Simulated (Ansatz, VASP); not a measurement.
## Two plane-wave programs on Ru

```
Ru
1.0
     3.42518    0.00000    0.00000
    -1.71259    2.96629    0.00000
     0.00000    0.00000    4.61063
Ru
3
Cartesian
  1.0404 0.0000 1.5369
  -0.5202 0.9010 3.0738
  1.1924 2.0653 0.0000
```

Alike in both runs: functional r2SCAN; k mesh 6 × 6 × 4; occupations gaussian, width 0.1 eV; no spin polarisation.

Ansatz relaxed the structure, and its values are those at the end. VASP's run is a single point on that final structure, the one shown.

|  | VASP | Ansatz |
| --- | --- | --- |
| version | VASP 6.6.1 | Ansatz 0.2.0 |
| potentials or method | VASP PAW PBE potentials, release 64 (Ru_sv), cutoff 660 eV | scalar-relativistic, plane waves, PAW |
| valence electrons in the cell | 48 | 48 |

VASP gave:

```
gap on the k mesh at the Fermi level (eV) : none
pressure (GPa)                            : 0.0
rms of the force components (eV/Å)        : 0.022
```

Task: Which values does Ansatz return?

Result: gap on the k mesh at the Fermi level (eV): none; pressure (GPa): -0.1; rms of the force components (eV/Å): 0.019.

VASP's potentials were made for PBE, not for r2SCAN. A gap of «none» marks a metal or a gap that the smearing closes. The functional is the same, so the differences come from potentials, cutoffs and numerics.
